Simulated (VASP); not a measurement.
AlN (f.bd3), 4 atoms in the cell. Symmetry: P6_3mc, No. 186, hexagonal system. The conventional cell has a = 3.109 Å, b = 3.109 Å, c = 4.978 Å, α = 90.00°, β = 90.00°, γ = 120.00°. Al (site symmetry 3m) has 4 N at 1.89 to 1.90 Å within 2.5 Å. Within 2.5 Å of N (site symmetry 3m) lie 4 Al at 1.89 to 1.90 Å. 

* Program: VASP 6.6.1
* Task: single point
* Functional: PBE
* Dispersion: D3(BJ)
* Potentials or basis: VASP PAW PBE potentials, release 64 (Al, N)
* Cutoff: 600 eV
* k mesh: 9 × 9 × 6
* Occupations: gaussian, width 0.02 eV
* Spin: no spin polarisation
* Dipole correction: no
* Further INCAR settings: ALGO = Normal; EDIFF = 1e-06; NBANDS = 16

Potentials or basis: VASP PAW PBE potentials, release 64 (Al, N).

The run is started by

```console
$ cat potpaw_PBE.64/Al/POTCAR potpaw_PBE.64/N/POTCAR > POTCAR
$ mpirun -np 1 vasp_std > vasp.out
```

Hardware: 1 thread of Intel Xeon 6975P-C (shared host).

Problem. Estimate the wall time of this run.

Solution. Wall time 49 s on 1 thread of Intel Xeon 6975P-C (shared host), peak memory 0.2 GiB. Counts: scf iterations 13, k points 48.
